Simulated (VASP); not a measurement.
Runs of VASP 6.6.1 on Mo. The structure is that of space group Im-3m (No. 229), or close to it. The cells are those of the table. 

```tsv
task	level	cell	k mesh	gap on the mesh (eV)	pressure (GPa)
single point	PBE	a = 2.740 Å, angles 109.5°, 1 atom	8 × 8 × 8	none	(b)
single point	r2SCAN	a = 2.692 Å, angles 109.5°, 1 atom	20 × 20 × 20	none	13.6
electric field gradients	r2SCAN	a = 2.725 Å, angles 109.5°, 1 atom	20 × 20 × 20	none	(a)
single point	r2SCAN	a = 2.729 Å, angles 109.5°, 1 atom	20 × 20 × 20	none	1.2
single point	PBE	a = 2.751 Å, angles 109.5°, 1 atom	8 × 8 × 8	none	-2.6
single point	PBE	a = 2.725 Å, angles 109.5°, 1 atom	8 × 8 × 8	none	4.8
single point	r2SCAN	a = 2.765 Å, angles 109.5°, 1 atom	20 × 20 × 20	none	-9.0
```

Alike in all rows: potentials or basis VASP PAW PBE potentials, release 64 (Mo_sv); no spin polarisation; cutoff (eV) 520; smearing gaussian 0.05 eV.

Q: Fill in the values left out.

A: (a) 2.2; (b) 0.5.

Caveats: the PAW data sets were made with another functional, which shifts forces and pressure a little (some runs).

A k mesh can miss the band edges, and the runs leave out spin-orbit coupling on Mo.

A gap of «none» marks levels without a gap at the run's occupations.
